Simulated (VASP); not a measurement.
Runs of VASP 6.6.1 on Ge. The structure is that of space group Cmmm (No. 65), or close to it. The cells are those of the table. 

| cell | gap on the mesh (eV) | pressure (GPa) |
| --- | --- | --- |
| a = 3.116, b = 3.116, c = 2.421 Å, angles 90.0, 90.0, 123.5°, 1 atom | none | (b) |
| a = 2.860, b = 2.860, c = 2.875 Å, angles 90.0, 90.0, 123.5°, 1 atom | none | -2.8 |
| a = 2.993, b = 2.993, c = 2.626 Å, angles 90.0, 90.0, 123.5°, 1 atom | none | -4.1 |
| a = 2.778, b = 2.778, c = 3.047 Å, angles 90.0, 90.0, 123.5°, 1 atom | none | (a) |
| a = 3.035, b = 3.035, c = 2.552 Å, angles 90.0, 90.0, 123.5°, 1 atom | none | -3.3 |

Alike in all rows: task single point; level PBEsol; potentials or basis VASP PAW PBE potentials, release 64 (Ge_d); no spin polarisation; k mesh 22 × 22 × 20; cutoff (eV) 520; smearing gaussian 0.15 eV.

Problem. Estimate the missing entries.

Solution. (a) 0.5; (b) -0.5.

Caveats: the PAW data sets were made with another functional, which shifts forces and pressure a little.

A k mesh can miss the band edges, and the runs leave out spin-orbit coupling on Ge.

A gap of «none» marks levels without a gap at the run's occupations.
